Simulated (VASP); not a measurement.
# K7Mg7InF24 (a cell with a defect) in VASP: further runs

K7Mg7InF24 (a cell with a defect) is run at these levels: PBEsol, LDA, PBEsol+D4; tasks: single point.

Program: VASP 6.6.1. These are calculated values, not measurements. Logs are shortened: lines on timing, memory, paths and dates and some standing lists are left out, and cuts for length are marked.

### 1 The cell of the first run

The cell holds a defect, 39 atoms: a = 7.983 Å, b = 7.983 Å, c = 7.983 Å, α = 90.00°, β = 90.00°, γ = 90.00°.

### 2 Single point, PBEsol

INCAR reads:

```
SYSTEM = K7Mg7InF24
  PREC = Accurate
  ENCUT = 520
  EDIFF = 1E-6
  ISMEAR = -1
  SIGMA = 0.05
  LREAL = Auto
  LASPH = .TRUE.
  NELM = 120
  ALGO = Normal
  ISIF = 2
  LWAVE = .FALSE.
  LCHARG = .TRUE.
  GGA = PS
  LELF = .TRUE.
  LVHAR = .TRUE.
  NBANDS = 154
  ISYM = -1
  GGA_COMPAT = .FALSE.
```

KPOINTS reads:

```
explicit points
1
Reciprocal
  0.25000000   0.25000000   0.25000000 1
```

POSCAR reads:

```
K7Mg7InF24
1.0
    7.9825440000      0.0000000000      0.0000000000
    0.0000000000      7.9825440000      0.0000000000
    0.0000000000      0.0000000000      7.9825440000
K In Mg F
7 1 7 24
Direct
    0.9947560000      0.9913550000      0.5023740000
    0.0024340000      0.4931150000      0.0086030000
    0.9876830000      0.5032560000      0.4983010000
    0.5060270000      0.9995450000      0.0007370000
    0.5058660000      0.9993790000      0.5018450000
    0.5055770000      0.5031130000      0.0043640000
    0.5102020000      0.4960690000      0.5003320000
    0.2542760000      0.2547080000      0.2534440000
    0.2486180000      0.2454190000      0.7472710000
    0.2525180000      0.7418160000      0.2496830000
    0.2597440000      0.7467420000      0.7475990000
    0.7483780000      0.2509550000      0.2617250000
    0.7483680000      0.2517730000      0.7421240000
    0.7521550000      0.7442520000      0.2541690000
    0.7497610000      0.7459540000      0.7532500000
    0.2444990000      0.2537720000      0.9967820000
    0.2548660000      0.2515770000      0.4997090000
    0.2525400000      0.7492430000      0.9963080000
    0.2531060000      0.7455340000      0.5038040000
    0.7596230000      0.2543050000      0.9995480000
    0.7533160000      0.2571950000      0.5002380000
    0.7501110000      0.7604190000      0.0028640000
    0.7436340000      0.7485710000      0.5032980000
    0.9936330000      0.2553780000      0.2589480000
    0.0098070000      0.2536820000      0.7540680000
    0.0022200000      0.7579670000      0.2551590000
    0.0039000000      0.7507060000      0.7561480000
    0.4887830000      0.2541890000      0.2472570000
    0.5085810000      0.2598300000      0.7448200000
    0.5045090000      0.7535580000      0.2453580000
    0.5062690000      0.7438790000      0.7470550000
    0.2581910000      0.9996100000      0.2445740000
    0.2473570000      0.0007440000      0.7454740000
    0.2460900000      0.4996490000      0.2557280000
    0.2457320000      0.5051430000      0.7458190000
    0.7479770000      0.9993200000      0.2477980000
    0.7424050000      0.0032370000      0.7482870000
    0.7432620000      0.5022620000      0.2498300000
    0.7400980000      0.5046140000      0.7451980000
```

Potentials or basis: VASP PAW PBE potentials, release 64 (K_sv, In_d, Mg, F).

Run with:

```sh
$ cat potpaw_PBE.64/K_sv/POTCAR potpaw_PBE.64/In_d/POTCAR potpaw_PBE.64/Mg/POTCAR potpaw_PBE.64/F/POTCAR > POTCAR
$ mpirun -np 1 vasp_std > vasp.out
```

OUTCAR:

```text
SYSTEM = K7Mg7InF24
   PREC = Accurate
   ENCUT = 520
   EDIFF = 1E-6
   ISMEAR = -1
   LREAL = Auto
   LASPH = .TRUE.
   NELM = 120
   ISIF = 2
   GGA = PS
   ISYM = -1

 ion  position               nearest neighbor table
   1  0.995  0.991  0.502-  26 2.71  23 2.79  27 2.79  33 2.80  37 2.81  36 2.83  19 2.85  14 3.40
                            15 3.42  13 3.44  12 3.44   9 3.47  11 3.48  10 3.50   8 3.56
   2  0.002  0.493  0.009-  16 2.72  20 2.72  24 2.76  34 2.77  25 2.79  38 2.83   8 3.39  10 3.41
                            14 3.44  12 3.45   9 3.48  15 3.51  13 3.51  11 3.56
   3  0.988  0.503  0.498-  21 2.71  24 2.75  23 2.76  38 2.78  39 2.79  26 2.81  34 2.83  35 2.85
                            27 2.86  25 2.86  14 3.32  12 3.36  13 3.39  15 3.39  10 3.47   8 3.51
   4  0.506  1.000  0.001-  22 2.73  36 2.76  37 2.76  30 2.77  32 2.78  28 2.83  18 2.84  15 3.43
                            11 3.47  13 3.47  14 3.48  12 3.48   9 3.49   8 3.50  10 3.50
   5  0.506  0.999  0.502-  37 2.73  23 2.76  36 2.80  31 2.83  33 2.84  30 2.84  17 2.84  29 2.84
                            32 2.85  21 2.85  12 3.38  13 3.39  11 3.43  15 3.45   9 3.45  14 3.45
   6  0.506  0.503  0.004-  38 2.73  30 2.77  28 2.78  39 2.79  31 2.81  18 2.82  22 2.83  20 2.84
                            29 2.84  10 3.40  14 3.40  15 3.40  11 3.44   8 3.45  12 3.47  13 3.49
   7  0.510  0.496  0.500-  39 2.68  29 2.71  21 2.72  38 2.73  23 2.75  31 2.79  28 2.80  17 2.82
                            12 3.33  13 3.34  14 3.39  15 3.42   8 3.43  11 3.45  10 3.48   9 3.50
   8  0.254  0.255  0.253-  28 1.87  34 1.96  17 1.97  32 2.04  16 2.05  24 2.08   2 3.39   7 3.43
                             6 3.45   5 3.48   4 3.50   3 3.51   1 3.56
   9  0.249  0.245  0.747-  25 1.91  33 1.95  17 1.98  16 1.99  35 2.07  29 2.08   5 3.45   1 3.47
                             2 3.48   4 3.49   7 3.50   3 3.54   6 3.56
  10  0.253  0.742  0.250-  34 1.93  26 2.00  30 2.01  18 2.02  19 2.03  32 2.06   6 3.40   2 3.41
                             3 3.47   7 3.48   1 3.50   4 3.50   5 3.52
  11  0.260  0.747  0.748-  35 1.93  19 1.95  31 1.97  18 1.99  33 2.03  27 2.04   5 3.43   6 3.44
                             7 3.45   4 3.47   1 3.48   3 3.53   2 3.56
  12  0.748  0.251  0.262-  21 1.90  24 1.96  38 2.01  36 2.01  28 2.08  20 2.09   7 3.33   3 3.36
                             5 3.38   1 3.44   2 3.45   6 3.47   4 3.48
  13  0.748  0.252  0.742-  29 1.92  21 1.93  37 1.99  39 2.02  20 2.06  25 2.09   7 3.34   3 3.39
                             5 3.39   1 3.44   4 3.47   6 3.49   2 3.51
  14  0.752  0.744  0.254-  38 1.93  30 1.98  23 1.99  26 2.00  22 2.01  36 2.04   3 3.32   7 3.39
                             6 3.40   1 3.40   2 3.44   5 3.45   4 3.48
  15  0.750  0.746  0.753-  39 1.93  31 1.94  22 2.00  23 2.00  27 2.03  37 2.05   3 3.39   6 3.40
                             1 3.42   7 3.42   4 3.43   5 3.45   2 3.51
  16  0.244  0.254  0.997-   9 1.99   8 2.05   2 2.72
  17  0.255  0.252  0.500-   8 1.97   9 1.98   7 2.82   5 2.84
  18  0.253  0.749  0.996-  11 1.99  10 2.02   6 2.82   4 2.84
  19  0.253  0.746  0.504-  11 1.95  10 2.03   1 2.85
  20  0.760  0.254  1.000-  13 2.06  12 2.09   2 2.72   6 2.84
  21  0.753  0.257  0.500-  12 1.90  13 1.93   3 2.71   7 2.72   5 2.85
  22  0.750  0.760  0.003-  15 2.00  14 2.01   4 2.73   6 2.83
  23  0.744  0.749  0.503-  14 1.99  15 2.00   7 2.75   5 2.76   3 2.76   1 2.79
  24  0.994  0.255  0.259-  12 1.96   8 2.08   3 2.75   2 2.76
  25  0.010  0.254  0.754-   9 1.91  13 2.09   2 2.79   3 2.86
  26  0.002  0.758  0.255-  14 2.00  10 2.00   1 2.71   3 2.81
  27  0.004  0.751  0.756-  15 2.03  11 2.04   1 2.79   3 2.86
  28  0.489  0.254  0.247-   8 1.87  12 2.08   6 2.78   7 2.80   4 2.83
  29  0.509  0.260  0.745-  13 1.92   9 2.08   7 2.71   6 2.84   5 2.84
  30  0.505  0.754  0.245-  14 1.98  10 2.01   4 2.77   6 2.77   5 2.84
  31  0.506  0.744  0.747-  15 1.94  11 1.97   7 2.79   6 2.81   5 2.83
  32  0.258  1.000  0.245-   8 2.04  10 2.06   4 2.78   5 2.85
  33  0.247  0.001  0.745-   9 1.95  11 2.03   1 2.80   5 2.84
  34  0.246  0.500  0.256-  10 1.93   8 1.96   2 2.77   3 2.83
  35  0.246  0.505  0.746-  11 1.93   9 2.07   3 2.85
  36  0.748  0.999  0.248-  12 2.01  14 2.04   4 2.76   5 2.80   1 2.83
  37  0.742  0.003  0.748-  13 1.99  15 2.05   5 2.73   4 2.76   1 2.81
  38  0.743  0.502  0.250-  14 1.93  12 2.01   6 2.73   7 2.73   3 2.78   2 2.83
  39  0.740  0.505  0.745-  15 1.93  13 2.02   7 2.68   6 2.79   3 2.79

IMPORTANT INFORMATION: All symmetrisations will be switched off!
NOSYMM: (Re-)initialisation of all symmetry stuff for point group C_1.

----------------------------------------------------------------------------------------

                                     Primitive cell

  volume of cell :     508.6558

  direct lattice vectors                    reciprocal lattice vectors
[... 48 lines left out ...]
   NGXF,Y,Z  is equivalent  to a cutoff of  24.99, 24.99, 24.99 a.u.
 SYSTEM =  K7Mg7InF24
   PREC   = accura    normal or accurate (medium, high low for compatibility)
   ISTART =      0    job   : 0-new  1-cont  2-samecut
   ICHARG =      2    charge: 1-file 2-atom 10-const
   ISPIN  =      1    spin polarized calculation?
   LNONCOLLINEAR =      F non collinear calculations
   LSORBIT =      F    spin-orbit coupling
   LASPH  =      T    aspherical Exc in radial PAW
   ENCUT  =  520.0 eV  38.22 Ry    6.18 a.u.  14.84 14.84 14.84*2*pi/ulx,y,z
   NELM   =    120;   NELMIN=  2; NELMDL= -5     # of ELM steps
   EDIFF  = 0.1E-05   stopping-criterion for ELM
   LREAL  =      T    real-space projection
   EDIFFG = 0.1E-04   stopping-criterion for IOM
   NSW    =      0    number of steps for IOM
   IBRION =     -1    ionic relax: 0-MD 1-quasi-New 2-CG
   NFREE  =      0    steps in history (QN), initial steepest desc. (CG)
   ISIF   =      2    stress and relaxation
   ISYM   =     -1    0-nonsym 1-usesym 2-fastsym
   POTIM  = 0.5000    time-step for ionic-motion
   TEBEG  =    0.0;   TEEND  =   0.0 temperature during run
   PSTRESS=    0.0 pullay stress
   NELECT =     258.0000    total number of electrons
   NUPDOWN=      -1.0000    fix difference up-down
   EMIN   =  10.00;   EMAX   =-10.00  energy-range for DOS
   EFERMI =   0.00;   METHOD = LEGACY
   ISMEAR =    -1;   SIGMA  =   0.05  broadening in eV -4-tet -1-fermi 0-gaus
   EFERMI_NEDOS =   21; number of points for ismear=-14 and -15
   IALGO  =     38    algorithm
   IMIX   =      4    mixing-type and parameters
     AMIX     =   0.40;   BMIX     =  1.00
     AMIX_MAG =   1.60;   BMIX_MAG =  1.00
  volume/ion in A,a.u.               =      13.04        88.01
  Fermi-wavevector in a.u.,A,eV,Ry     =   1.305590  2.467207 23.192011  1.704565
  Thomas-Fermi vector in A             =   2.436449
   LORBIT       =      0    0 simple, 1 ext, 2 COOP (PROOUT), +10 PAW based schemes
   GGA     = PS    functional components
   LHFCALC =     F    Hartree Fock is set to
   AEXX    =    0.0000 exact exchange contribution
   IVDW    =     0    specifies the selected vdW correction
   LEPSILON=     F    determine dielectric tensor
   LRPA    =     F    only Hartree local field effects (RPA)
 non-spin polarized calculation
  energy-cutoff  :      520.00
  volume of cell :      508.66
 maximum number of plane-waves:     13679
 NGX is ok and might be reduce to    60
   NGX = 29   NGY = 29   NGZ = 29

 number of electron     258.0000071 magnetization

 Free energy of the ion-electron system (eV)
  ---------------------------------------------------
  ext. energy  EPLUGINS =         0.00000000
  ---------------------------------------------------
  free energy    TOTEN  =      -193.30341682 eV

  energy without entropy =     -193.30341682  energy(sigma->0) =     -193.30341682

 E-fermi :   0.3001     XC(G=0):  -9.7604

 val. band max:       -1.0154396034   @ k =   0.2500   0.2500   0.2500
 cond. band min:       4.7409990599   @ k =   0.2500   0.2500   0.2500
 fundamental gap:      5.7564386633
 Fermi energy:         0.3001117992

 k-point     1 :       0.2500    0.2500    0.2500
  band No.  band energies     occupation
      1     -27.6016      2.00000
      2     -27.4422      2.00000
      3     -27.4244      2.00000
      4     -27.3961      2.00000
      5     -27.0837      2.00000
      6     -27.0245      2.00000
[... 133 lines left out ...]
    140       8.7959      0.00000
    141       8.8526      0.00000
 [bands above 141 left out]

------------------------ aborting loop because EDIFF is reached ----------------------------------------

  FORCE on cell =-STRESS in cart. coord.  units (eV):
  Direction    XX          YY          ZZ          XY          YZ          ZX
  --------------------------------------------------------------------------------------
  -------------------------------------------------------------------------------------
  Total        9.7609816      7.1882481      6.1430747     -0.8764328     -0.3867228     -0.6610554
  in kB       30.7453975     22.6417337     19.3496190     -2.7606110     -1.2181096     -2.0822098
  external PRESSURE =      24.2455834 kB  Pullay stress =       0.0000000 kB

 VOLUME and BASIS-vectors are now :
 -----------------------------------------------------------------------------
  energy-cutoff  :      520.00
  volume of cell :      508.66
      direct lattice vectors                 reciprocal lattice vectors
     7.982544000  0.000000000  0.000000000     0.125273346  0.000000000  0.000000000
     0.000000000  7.982544000  0.000000000     0.000000000  0.125273346  0.000000000
     0.000000000  0.000000000  7.982544000     0.000000000  0.000000000  0.125273346

 POSITION                                       TOTAL-FORCE (eV/Angst)
 -----------------------------------------------------------------------------------
      7.94068      7.91353      4.01022        -0.025753     -0.171705      0.289274
      0.01943      3.93631      0.06867        -0.292916      0.372884     -0.596008
      7.88422      4.01726      3.97771         0.168507      0.305903      0.509746
      4.03938      7.97891      0.00588         0.250921     -0.233342     -0.263695
      4.03810      7.97759      4.00600         0.080953     -0.385832      0.224104
      4.03579      4.01612      0.03484         0.192368      0.221133     -0.490701
[... 31 lines left out ...]
      5.93312      4.00933      1.99428        -0.003335     -0.554159      0.202018
      5.90786      4.02810      5.94858         0.270276     -0.555713     -0.013178
 -----------------------------------------------------------------------------------
    total drift:                                0.020178      0.005147      0.011338

  FREE ENERGIE OF THE ION-ELECTRON SYSTEM (eV)
  ---------------------------------------------------
  free  energy   TOTEN  =      -193.3034168165 eV

  energy  without entropy=     -193.3034168165  energy(sigma->0) =     -193.30341682
```

Wall time 97 s (1 thread of Intel Xeon 6975P-C (Granite Rapids), shared host); peak memory 0.5 GiB.

Results:

```yaml
Free_energy: -193.3034 eV
Pressure: 2.4 GPa
Largest_force: 5.169 eV/Å
Band_gap_on_the_k_mesh: 5.76 eV
```

Forces in eV/Å, atoms in the order of the input:
```
K   -0.026 -0.172  0.289
K   -0.293  0.373 -0.596
K    0.169  0.306  0.510
K    0.251 -0.233 -0.264
K    0.081 -0.386  0.224
K    0.192  0.221 -0.491
K   -0.094  0.473  0.406
In  -4.289 -2.289 -1.755
Mg   0.016  0.135  0.604
Mg  -0.363  1.367 -0.444
Mg  -1.009  0.662  0.689
Mg   0.406 -0.681 -1.710
Mg   1.103 -0.389  1.487
Mg   0.361  1.280 -0.802
Mg   0.872  1.042  0.618
F    0.427  0.272 -0.354
F    0.055  0.008  1.685
F    0.437 -0.445  0.583
F    0.160  0.003 -0.789
F   -0.587  0.358  0.373
F   -0.195 -0.033 -0.158
F   -0.291 -0.672  0.047
F    0.130 -0.083 -0.267
F    0.063  0.210  0.281
F   -0.810  0.291 -0.625
F    0.150 -0.623  0.336
F   -0.263 -0.355 -0.543
F    4.491  0.106  0.063
F   -1.044 -0.117 -0.036
F   -0.530 -0.328  0.263
F   -0.395  0.090  0.009
F    0.137 -0.710  0.389
F    0.619  0.023 -0.341
F    0.057  1.854  0.015
F    0.307 -0.879 -0.054
F   -0.377  0.467  0.654
F   -0.188 -0.040 -0.482
F   -0.003 -0.554  0.202
F    0.270 -0.556 -0.013
```

Caveat: the PAW data sets were made with another functional, which shifts forces and pressure a little; spin-orbit coupling is left out, which moves the levels of the heavy elements.

### 3 Single point, LDA

INCAR reads:

```
PREC = Accurate
ENCUT = 520
EDIFF = 1E-6
ISMEAR = -1
SIGMA = 0.05
LREAL = Auto
LASPH = T
NELM = 120
ALGO = Normal
ISIF = 2
LWAVE = F
LCHARG = F
GGA = CA
NBANDS = 154
ISYM = -1
GGA_COMPAT = F
```

KPOINTS is that of step 2.

POSCAR is that of step 2.

Potentials or basis: VASP PAW LDA potentials, release 64 (K_sv, In_d, Mg, F).

Run with:

```sh
$ cat potpaw_LDA.64/K_sv/POTCAR potpaw_LDA.64/In_d/POTCAR potpaw_LDA.64/Mg/POTCAR potpaw_LDA.64/F/POTCAR > POTCAR
$ mpirun -np 1 vasp_std > vasp.out
```

Wall time 88 s (1 thread of Intel Xeon 6975P-C (Granite Rapids), shared host); peak memory 0.42 GiB.

Results (log left out):

| Quantity | Value |
| --- | --- |
| Free energy | -207.3568 eV |
| Pressure | -2.6 GPa |
| Largest force | 5.037 eV/Å |
| Band gap on the k mesh | 5.65 eV |

Forces on the atoms (eV/Å):
```
K   -0.037 -0.194  0.291
K   -0.281  0.342 -0.586
K    0.147  0.301  0.501
K    0.270 -0.255 -0.245
K    0.096 -0.396  0.231
K    0.210  0.228 -0.482
K   -0.063  0.462  0.423
In  -4.176 -2.237 -1.713
Mg  -0.028  0.120  0.590
Mg  -0.357  1.324 -0.434
Mg  -0.989  0.621  0.670
Mg   0.435 -0.667 -1.651
Mg   1.045 -0.383  1.439
Mg   0.338  1.250 -0.793
Mg   0.827  0.996  0.606
F    0.445  0.313 -0.306
F    0.067  0.013  1.594
F    0.474 -0.479  0.560
F    0.160 -0.002 -0.750
F   -0.609  0.403  0.357
F   -0.199 -0.012 -0.162
F   -0.343 -0.695  0.049
F    0.124 -0.094 -0.262
F    0.080  0.258  0.312
F   -0.741  0.326 -0.646
F    0.145 -0.655  0.382
F   -0.254 -0.387 -0.580
F    4.299  0.118  0.075
F   -0.972 -0.105 -0.059
F   -0.504 -0.328  0.253
F   -0.373  0.079  0.002
F    0.180 -0.635  0.414
F    0.639  0.041 -0.379
F    0.056  1.767  0.011
F    0.304 -0.824 -0.057
F   -0.413  0.457  0.684
F   -0.234 -0.021 -0.518
F   -0.009 -0.527  0.216
F    0.241 -0.523 -0.040
```

Stress tensor (GPa, compression positive):
```
-1.93 -0.27 -0.21
-0.27 -2.73 -0.13
-0.21 -0.13 -3.07
```

Levels at points of the mesh, in eV from the valence-band top:
| k point | band 126 | band 127 | band 128 | band 129 | band 130 | band 131 | band 132 | band 133 |
| --- | --- | --- | --- | --- | --- | --- | --- | --- |
| (0.25, 0.25, 0.25) | -0.39 | -0.20 | -0.09 | 0.00 | 5.65 | 7.58 | 8.22 | 8.25 |

Caveat: spin-orbit coupling is left out, which moves the levels of the heavy elements.

### 4 Single point, PBEsol+D4

INCAR reads:

```
SYSTEM = K7Mg7InF24
ALGO = Normal
EDIFF = 1E-6
ENCUT = 520
GGA = PS
GGA_COMPAT = .False.
ISIF = 2
ISMEAR = -1
ISYM = -1
IVDW = 13
LASPH = .True.
LCHARG = .False.
LREAL = Auto
LWAVE = .False.
NBANDS = 154
NELM = 120
PREC = Accurate
SIGMA = 0.05
```

KPOINTS is that of step 3.

POSCAR is that of step 3.

Potentials or basis: VASP PAW PBE potentials, release 64 (K_sv, In_d, Mg, F).

Run with:

```sh
$ cat potpaw_PBE.64/K_sv/POTCAR potpaw_PBE.64/In_d/POTCAR potpaw_PBE.64/Mg/POTCAR potpaw_PBE.64/F/POTCAR > POTCAR
$ mpirun -np 1 vasp_std > vasp.out
```

It took 98 s on 1 thread of Intel Xeon 6975P-C (Granite Rapids), shared host; peak memory 0.5 GiB.

Results (log left out):

* Free energy: -195.3186 eV
* Pressure: 1.8 GPa
* Largest force: 5.170 eV/Å
* Band gap on the k mesh: 5.76 eV
* Dispersion energy per atom: -0.052 eV

Forces in eV/Å, atoms in the order of the input:
```
K   -0.026 -0.173  0.289
K   -0.292  0.371 -0.596
K    0.168  0.306  0.510
K    0.252 -0.234 -0.263
K    0.082 -0.386  0.225
K    0.193  0.221 -0.490
K   -0.093  0.473  0.407
In  -4.289 -2.290 -1.756
Mg   0.015  0.134  0.604
Mg  -0.364  1.368 -0.445
Mg  -1.010  0.663  0.689
Mg   0.407 -0.682 -1.711
Mg   1.103 -0.389  1.488
Mg   0.362  1.281 -0.803
Mg   0.873  1.043  0.619
F    0.427  0.273 -0.356
F    0.057  0.009  1.687
F    0.438 -0.446  0.583
F    0.160  0.002 -0.789
F   -0.587  0.359  0.373
F   -0.196 -0.032 -0.159
F   -0.292 -0.672  0.047
F    0.130 -0.084 -0.268
F    0.062  0.211  0.282
F   -0.808  0.292 -0.625
F    0.151 -0.623  0.337
F   -0.263 -0.356 -0.544
F    4.493  0.107  0.063
F   -1.044 -0.116 -0.037
F   -0.530 -0.328  0.264
F   -0.396  0.089  0.008
F    0.137 -0.711  0.389
F    0.620  0.024 -0.342
F    0.057  1.856  0.016
F    0.308 -0.879 -0.055
F   -0.378  0.468  0.655
F   -0.189 -0.039 -0.483
F   -0.004 -0.554  0.203
F    0.269 -0.556 -0.014
```

Stress tensor (GPa, compression positive):
```
 2.43 -0.28 -0.21
-0.28  1.62 -0.12
-0.21 -0.12  1.29
```

Levels at points of the mesh, in eV from the valence-band top:
```tsv
k point	band 126	band 127	band 128	band 129	band 130	band 131	band 132	band 133
(0.25, 0.25, 0.25)	-0.39	-0.20	-0.09	0.00	5.76	7.74	8.37	8.41
```

Caveat: the PAW data sets were made with another functional, which shifts forces and pressure a little; spin-orbit coupling is left out, which moves the levels of the heavy elements.

### 5 The runs side by side

```tsv
level	potentials or basis	gap on the mesh (eV)	pressure (GPa)	largest force (eV/Å)
PBEsol	VASP PAW PBE potentials, release 64 (K_sv, In_d, Mg, F)	5.76	2.4	5.17
LDA	VASP PAW LDA potentials, release 64 (K_sv, In_d, Mg, F)	5.65	-2.6	5.04
PBEsol+D4	VASP PAW PBE potentials, release 64 (K_sv, In_d, Mg, F)	5.76	1.8	5.17
```

Alike in all rows: task single point; no spin polarisation; cell as given; k mesh 1 × 1 × 1, shifted; cutoff (eV) 520; smearing fermi-dirac 0.05 eV.

Caveats: spin-orbit coupling is left out, which moves the levels of the heavy elements; the PAW data sets were made with another functional, which shifts forces and pressure a little (at least some runs).

Absolute energies hang on the potentials; compare differences alone.
